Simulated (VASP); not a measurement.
# Cu2TeBr6 (Fm-3m) in VASP: single point with PBEsol

Aim: the single point of Cu2TeBr6 with PBEsol.

All numbers are computed with VASP 6.6.1; they aren't measurements. Logs are shortened: lines on timing, memory, paths and dates and some standing lists are left out, and cuts for length are marked.

### Step 1. The cell of the first run

Symmetry: Fm-3m, No. 225, cubic system. Conventional cell: a = 10.071 Å, b = 10.071 Å, c = 10.071 Å, α = 90.00°, β = 90.00°, γ = 90.00°. Cu (site symmetry -43m) has 12 Br at 3.56 Å and 4 Te at 4.36 Å within 4.7 Å. Te (site symmetry m-3m) has 6 Br at 2.49 Å within 3.3 Å. Within 3.3 Å of Br (site symmetry 4mm) lie 1 Te at 2.49 Å.

### Step 2. Single point, PBEsol

INCAR reads:

```
SYSTEM = Cu2TeBr6
PREC = Accurate
ENCUT = 520
EDIFF = 1E-6
ISMEAR = -1
SIGMA = 0.1
LREAL = .False.
LASPH = .True.
NELM = 100
ALGO = Normal
ISIF = 2
LWAVE = .False.
LCHARG = .False.
GGA = PS
NBANDS = 45
```

KPOINTS reads:

```
Automatic mesh
0
Gamma
  6 6 6
  0 0 0
```

POSCAR reads:

```
Cu2TeBr6
1.0
    0.0000000000      5.0355870000      5.0355870000
    5.0355870000      0.0000000000      5.0355870000
    5.0355870000      5.0355870000      0.0000000000
Cu Te Br
2 1 6
Direct
    0.2500000000      0.2500000000      0.2500000000
    0.7500000000      0.7500000000      0.7500000000
    0.0000000000      0.0000000000      0.0000000000
    0.7532000000      0.2468000000      0.2468000000
    0.2468000000      0.7532000000      0.2468000000
    0.2468000000      0.7532000000      0.7532000000
    0.7532000000      0.2468000000      0.7532000000
    0.2468000000      0.2468000000      0.7532000000
    0.7532000000      0.7532000000      0.2468000000
```

Potentials or basis: VASP PAW PBE potentials, release 64 (Cu, Te, Br).

Command:

```sh
cat potpaw_PBE.64/Cu/POTCAR potpaw_PBE.64/Te/POTCAR potpaw_PBE.64/Br/POTCAR > POTCAR
mpirun -np 1 vasp_std > vasp.out
```

OUTCAR:

```text
SYSTEM = Cu2TeBr6
   PREC = Accurate
   ENCUT = 520
   EDIFF = 1E-6
   ISMEAR = -1
   LREAL = .False.
   LASPH = .True.
   NELM = 100
   ISIF = 2
   GGA = PS

 ion  position               nearest neighbor table
   1  0.250  0.250  0.250-
   2  0.750  0.750  0.750-
   3  0.000  0.000  0.000-   4 2.49   5 2.49   6 2.49   7 2.49   8 2.49   9 2.49
   4  0.753  0.247  0.247-   3 2.49
   5  0.247  0.753  0.247-   3 2.49
   6  0.247  0.753  0.753-   3 2.49
   7  0.753  0.247  0.753-   3 2.49
   8  0.247  0.247  0.753-   3 2.49
   9  0.753  0.753  0.247-   3 2.49

  LATTYP: Found a face centered cubic cell.
 ALAT       =    10.0711740000

  Lattice vectors:

 A1 = (   0.0000000000,   5.0355870000,   5.0355870000)
 A2 = (   5.0355870000,   0.0000000000,   5.0355870000)
 A3 = (   5.0355870000,   5.0355870000,   0.0000000000)

Analysis of symmetry for initial positions (statically):
=====================================================================
 Subroutine PRICEL returns:
 Original cell was already a primitive cell.

 Routine SETGRP: Setting up the symmetry group for a
 face centered cubic supercell.

 Subroutine GETGRP returns: Found 48 space group operations
 (whereof 48 operations were pure point group operations)
 out of a pool of 48 trial point group operations.

The static configuration has the point symmetry O_h .

Analysis of symmetry for dynamics (positions and initial velocities):
=====================================================================
 Subroutine PRICEL returns:
 Original cell was already a primitive cell.

 Routine SETGRP: Setting up the symmetry group for a
 face centered cubic supercell.

 Subroutine GETGRP returns: Found 48 space group operations
 (whereof 48 operations were pure point group operations)
 out of a pool of 48 trial point group operations.

The dynamic configuration has the point symmetry O_h .

 Subroutine INISYM returns: Found 48 space group operations
 (whereof 48 operations are pure point group operations),
 and found     1 'primitive' translations

----------------------------------------------------------------------------------------

[... 98 lines left out ...]
   LREAL  =      F    real-space projection
   EDIFFG = 0.1E-04   stopping-criterion for IOM
   NSW    =      0    number of steps for IOM
   IBRION =     -1    ionic relax: 0-MD 1-quasi-New 2-CG
   NFREE  =      0    steps in history (QN), initial steepest desc. (CG)
   ISIF   =      2    stress and relaxation
   ISYM   =      2    0-nonsym 1-usesym 2-fastsym
   POTIM  = 0.5000    time-step for ionic-motion
   TEBEG  =    0.0;   TEEND  =   0.0 temperature during run
   PSTRESS=    0.0 pullay stress
   NELECT =      70.0000    total number of electrons
   NUPDOWN=      -1.0000    fix difference up-down
   EMIN   =  10.00;   EMAX   =-10.00  energy-range for DOS
   EFERMI =   0.00;   METHOD = LEGACY
   ISMEAR =    -1;   SIGMA  =   0.10  broadening in eV -4-tet -1-fermi 0-gaus
   EFERMI_NEDOS =   21; number of points for ismear=-14 and -15
   IALGO  =     38    algorithm
   IMIX   =      4    mixing-type and parameters
     AMIX     =   0.40;   BMIX     =  1.00
     AMIX_MAG =   1.60;   BMIX_MAG =  1.00
  volume/ion in A,a.u.               =      28.38       191.48
  Fermi-wavevector in a.u.,A,eV,Ry     =   1.063443  2.009615 15.386968  1.130910
  Thomas-Fermi vector in A             =   2.198928
   LORBIT       =      0    0 simple, 1 ext, 2 COOP (PROOUT), +10 PAW based schemes
   GGA     = PS    functional components
   LHFCALC =     F    Hartree Fock is set to
   AEXX    =    0.0000 exact exchange contribution
   IVDW    =     0    specifies the selected vdW correction
   LEPSILON=     F    determine dielectric tensor
   LRPA    =     F    only Hartree local field effects (RPA)
 non-spin polarized calculation
  energy-cutoff  :      520.00
  volume of cell :      255.38
 maximum number of plane-waves:      6918
 NGX is ok and might be reduce to    54
   NGX = 27   NGY = 27   NGZ = 27

 number of electron      70.0000004 magnetization

 Free energy of the ion-electron system (eV)
  ---------------------------------------------------
  ext. energy  EPLUGINS =         0.00000000
  ---------------------------------------------------
  free energy    TOTEN  =       -19.53766784 eV

  energy without entropy =      -19.46687612  energy(sigma->0) =      -19.50227198

 E-fermi :   2.3577     XC(G=0):  -8.8566

 val. band max:        2.3190276245   @ k =   0.1667   0.1667   0.0000
 cond. band min:       2.3594601933   @ k =  -0.3333   0.5000   0.1667
 fundamental gap:      0.0404325688
 Fermi energy:         2.3576968524

 k-point     1 :       0.0000    0.0000    0.0000
  band No.  band energies     occupation
      1     -14.7185      2.00000
      2     -12.8754      2.00000
      3     -12.8754      2.00000
      4     -12.8754      2.00000
      5     -12.2923      2.00000
      6     -12.2923      2.00000
[... 757 lines left out ...]
     44       7.5326      0.00000
     45       7.5842      0.00000

------------------------ aborting loop because EDIFF is reached ----------------------------------------

  FORCE on cell =-STRESS in cart. coord.  units (eV):
  Direction    XX          YY          ZZ          XY          YZ          ZX
  --------------------------------------------------------------------------------------
  -------------------------------------------------------------------------------------
  Total        8.1896844      8.1896844      8.1896844      0.0000000     -0.0000000      0.0000000
  in kB       51.3803954     51.3803954     51.3803954      0.0000000     -0.0000000      0.0000000
  external PRESSURE =      51.3803954 kB  Pullay stress =       0.0000000 kB

 VOLUME and BASIS-vectors are now :
 -----------------------------------------------------------------------------
  energy-cutoff  :      520.00
  volume of cell :      255.38
      direct lattice vectors                 reciprocal lattice vectors
     0.000000000  5.035587000  5.035587000    -0.099293290  0.099293290  0.099293290
     5.035587000  0.000000000  5.035587000     0.099293290 -0.099293290  0.099293290
     5.035587000  5.035587000  0.000000000     0.099293290  0.099293290 -0.099293290

 POSITION                                       TOTAL-FORCE (eV/Angst)
 -----------------------------------------------------------------------------------
      2.51779      2.51779      2.51779        -0.000000     -0.000000      0.000000
      7.55338      7.55338      7.55338         0.000000     -0.000000      0.000000
      0.00000      0.00000      0.00000         0.000000     -0.000000      0.000000
      2.48557      5.03559      5.03559         2.410546     -0.000000      0.000000
      5.03559      2.48557      5.03559         0.000000      2.410546      0.000000
      7.58561      5.03559      5.03559        -2.410546     -0.000000      0.000000
      5.03559      7.58561      5.03559         0.000000     -2.410546      0.000000
      5.03559      5.03559      2.48557         0.000000     -0.000000      2.410546
      5.03559      5.03559      7.58561         0.000000     -0.000000     -2.410546
 -----------------------------------------------------------------------------------
    total drift:                                0.000000      0.000000      0.000000

  FREE ENERGIE OF THE ION-ELECTRON SYSTEM (eV)
  ---------------------------------------------------
  free  energy   TOTEN  =       -19.5376678407 eV

  energy  without entropy=      -19.4668761154  energy(sigma->0) =      -19.50227198
```

OSZICAR:

```text
N       E                     dE             d eps       ncg     rms          rms(c)
DAV:   1     0.658599719917E+03    0.65860E+03   -0.27472E+04  1440   0.147E+03
DAV:   2     0.923320376022E+02   -0.56627E+03   -0.53761E+03  1510   0.341E+02
DAV:   3    -0.137405118545E+02   -0.10607E+03   -0.10231E+03  2032   0.160E+02
DAV:   4    -0.208670281875E+02   -0.71265E+01   -0.70488E+01  2080   0.429E+01
DAV:   5    -0.210730062631E+02   -0.20598E+00   -0.20567E+00  1955   0.653E+00    0.353E+01
DAV:   6    -0.201516510446E+02    0.92136E+00   -0.10411E+01  2130   0.279E+01    0.174E+01
DAV:   7    -0.199384565176E+02    0.21319E+00   -0.10397E+01  1867   0.614E+01    0.185E+01
DAV:   8    -0.195573371401E+02    0.38112E+00   -0.28141E+00  2100   0.169E+01    0.279E+00
DAV:   9    -0.195400559325E+02    0.17281E-01   -0.18218E-01  2291   0.578E+00    0.323E+00
DAV:  10    -0.195495812081E+02   -0.95253E-02   -0.55206E-02  2011   0.186E+00    0.255E+00
DAV:  11    -0.195372684520E+02    0.12313E-01   -0.79890E-02  2072   0.372E+00    0.348E-01
DAV:  12    -0.195377910217E+02   -0.52257E-03   -0.61854E-03  1782   0.338E-01    0.110E-01
DAV:  13    -0.195376891040E+02    0.10192E-03   -0.36533E-04  2281   0.224E-01    0.660E-02
DAV:  14    -0.195376686676E+02    0.20436E-04   -0.12439E-04  2108   0.119E-01    0.161E-02
DAV:  15    -0.195376685023E+02    0.16533E-06   -0.40201E-05  1506   0.852E-02    0.164E-02
DAV:  16    -0.195376676885E+02    0.81372E-06   -0.13740E-05  1597   0.478E-02    0.425E-03
DAV:  17    -0.195376678407E+02   -0.15218E-06   -0.85943E-07   951   0.868E-03
   1 F= -.19537668E+02 E0= -.19502272E+02  d E =-.707917E-01
```

Wall time 6.9 min (1 thread of Intel Xeon 8259CL, shared host); peak memory 0.5 GiB.

Results:

```yaml
Free_energy: -19.5377 eV
Pressure: 5.1 GPa
Largest_force: 2.411 eV/Å
Band_gap_on_the_k_mesh: zero (bands 35 and 36 overlap by 0.50 eV)
```

Forces in eV/Å, atoms in the order of the input:
```
Cu   0.000  0.000  0.000
Cu   0.000  0.000  0.000
Te   0.000  0.000  0.000
Br   2.411  0.000  0.000
Br   0.000  2.411  0.000
Br  -2.411  0.000  0.000
Br   0.000 -2.411  0.000
Br   0.000  0.000  2.411
Br   0.000  0.000 -2.411
```

Caveat: the cell stands under pressure; the PAW data sets were made with another functional, which shifts forces and pressure a little; spin-orbit coupling is left out, which moves the levels of the heavy elements.

The gap in the log of VASP goes by the Fermi energy; the results here count the filled bands.